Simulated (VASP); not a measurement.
A run of VASP 6.6.1 is set up as follows.

File POSCAR:

```
BN
1.0
    1.2675858000      0.7318410028      3.4173202092
   -1.2675858000      0.7318410028      3.4173202092
    0.0000000000     -1.4636820056      3.4173202092
N B
1 1
Direct
    0.6672382000      0.6672382000      0.6672382000
    0.0003288000      0.0003288000      0.0003288000
```

The input INCAR.step1:

```
SYSTEM = BN
ALGO = Normal
EDIFF = 1E-4
ENCUT = 520
GGA = PE
ISMEAR = -1
LASPH = .True.
LCHARG = .False.
LREAL = .False.
LWAVE = .True.
NBANDS = 11
NELM = 80
PREC = Accurate
SIGMA = 0.05
```

The input INCAR.step2:

```
SYSTEM = BN
ALGO = Normal
EDIFF = 1E-6
ENCUT = 520
ISIF = 2
ISMEAR = -1
ISTART = 1
LASPH = .True.
LCHARG = .True.
LELF = .True.
LMIXTAU = .True.
LREAL = .False.
LVHAR = .True.
LWAVE = .False.
METAGGA = R2SCAN
NBANDS = 11
NELM = 80
PREC = Accurate
SIGMA = 0.05
```

File KPOINTS:

```
k-points
0
Gamma
  12 12 12
  0 0 0
```

Potentials or basis: VASP PAW PBE potentials, release 64 (N, B).

Command:

```console
$ cat potpaw_PBE.64/N/POTCAR potpaw_PBE.64/B/POTCAR > POTCAR
$ cp INCAR.step1 INCAR
$ mpirun -np 1 vasp_std > vasp.out
$ cp INCAR.step2 INCAR
$ mpirun -np 1 vasp_std > vasp.out
```

Problem. What does it give for the band gap on the k mesh?

Solution. 4.78 eV, indirect (least direct gap 5.28 eV).

Problem. Predict the pressure.

Solution. -8.9 GPa.

Problem. Estimate the largest force.

Solution. 0.010 eV/Å.

Stress tensor (GPa, compression positive):
```
-13.28   0.00   0.00
  0.00 -13.28   0.00
  0.00   0.00  -0.15
```

Caveat: the PAW data sets were made with another functional, which shifts forces and pressure a little. r2SCAN opens gaps a little over a GGA but as a rule still falls short of measured ones.
